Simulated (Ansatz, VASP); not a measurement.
**One calculation of LiCl, two programs**

File INCAR:

```
SYSTEM = LiCl
PREC = Accurate ; ENCUT = 520
EDIFF = 1E-6 ; ISMEAR = -1
SIGMA = 0.05 ; LREAL = .FALSE.
LASPH = .TRUE. ; NELM = 60
ALGO = Normal ; ISIF = 2
LWAVE = .FALSE. ; LCHARG = .TRUE.
GGA = PS ; LELF = .TRUE.
LVHAR = .TRUE. ; NBANDS = 12
```

File KPOINTS:

```
Automatic mesh
0
G
  9 9 9
  0 0 0
```

File POSCAR:

```
LiCl
1.0
    0.0000000000      2.5475562599      2.5475562599
    2.5475562599      0.0000000000      2.5475562599
    2.5475562599      2.5475562599      0.0000000000
Cl Li
1 1
Direct
    0.5000000000      0.5000000000      0.5000000000
    0.0000000000      0.0000000000      0.0000000000
```

Contents of input.yaml:

```yaml
crystal:
  lattice:
    - [0.0, 2.5475562599, 2.5475562599]
    - [2.5475562599, 0.0, 2.5475562599]
    - [2.5475562599, 2.5475562599, 0.0]
  atoms:
    - { symbol: Cl, position: [0.5, 0.5, 0.5] }
    - { symbol: Li, position: [0.0, 0.0, 0.0] }
kpoints:
  mp_grid: { grid: [9, 9, 9] }
scf:
  occupations: { method: fermi_dirac, width: 0.05 }
hamiltonian:
  xc: pbesol
  pseudopotentials: { kind: all_electron, lapw: { basis_error: 0.0005 } }
output:
  forces: true
  stress: true
  eigenvalues: true
```

Change from the starting cell: volume scaled by 0.98.

Alike in both runs: task single point; functional PBEsol; k mesh 9 × 9 × 9; occupations fermi-dirac, width 0.05 eV; no spin polarisation.

|  | VASP | Ansatz |
| --- | --- | --- |
| version | VASP 6.6.1 | Ansatz 0.2.0 |
| potentials or method | VASP PAW PBE potentials, release 64 (Cl, Li_sv), cutoff 520 eV | all-electron LAPW, scalar-relativistic |

Ansatz gave:

```
gap on the k mesh at the Fermi level (eV) : 6.24
least direct gap on the mesh (eV)         : 6.24
```

Task: What did VASP give for the same quantities?

Result: gap on the k mesh at the Fermi level (eV): 6.25; least direct gap on the mesh (eV): 6.25.

VASP's potentials were made for PBE, not for PBEsol. Ansatz ran all-electron here, and VASP with PAW potentials.

Noted on VASP's run: the cutoff is under 1.25 times that of the potentials, so the pressure is a little rough.
